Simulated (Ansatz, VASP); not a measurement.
Ti in VASP and in Ansatz

File INCAR:

```
PREC = Accurate
ENCUT = 520
EDIFF = 1E-6
ISMEAR = 0
SIGMA = 0.15
LREAL = F
LASPH = T
NELM = 60
ALGO = Normal
ISIF = 2
LWAVE = F
LCHARG = T
GGA = CA
LELF = T
LVHAR = T
NBANDS = 12
```

KPOINTS

```
regular mesh
0
Gamma
  20 20 20
```

File POSCAR:

```
Ti
1.0
    0.0000000000      1.9305153388      2.0005340298
    1.9305153388      0.0000000000      2.0005340298
    1.9305153388      1.9305153388      0.0000000000
Ti
1
Direct
    0.0000000000      0.0000000000      0.0000000000
```

Input for Ansatz:

```yaml
crystal:
  lattice:
    - [0.0, 1.9305153388, 2.0005340298]
    - [1.9305153388, 0.0, 2.0005340298]
    - [1.9305153388, 1.9305153388, 0.0]
  atoms:
    - { symbol: Ti, position: [0.0, 0.0, 0.0] }
basis:
  ecutwfc: 520.0
kpoints:
  mp_grid: { grid: [20, 20, 20] }
hamiltonian:
  xc: lda
  pseudopotentials: { kind: paw, azcp: { folder: soft_1 } }
scf:
  occupations: { method: gaussian, width: 0.15 }
output:
  forces: true
  stress: true
  eigenvalues: true
```

Change from the starting cell: normal strain along x -0.0350, normal strain along y -0.0350.

Alike in both runs: task single point; functional LDA; k mesh 20 × 20 × 20; occupations gaussian, width 0.15 eV; no spin polarisation.

```csv
,VASP,Ansatz
version,VASP 6.6.1,Ansatz 0.2.0
potentials or method,"VASP PAW LDA potentials, release 64 (Ti_sv), cutoff 520 eV","scalar-relativistic, plane waves, PAW"
valence electrons in the cell,12,12
```

|  | VASP | Ansatz | Ansatz less VASP |
| --- | --- | --- | --- |
| gap on the k mesh at the Fermi level (eV) | none | none | - |
| pressure (GPa) | 9.6 | 9.9 | +0.25 |
| traceless stress, the component that is largest in VASP (GPa) | -0.77 | -0.75 | +0.018 |

Ansatz warns that its potentials were made for another functional, while VASP's fit it. LDA's correlation is that of Perdew and Zunger in VASP and of Perdew and Wang (1992) in Ansatz. A gap of «none» marks a metal or a gap that the smearing closes.
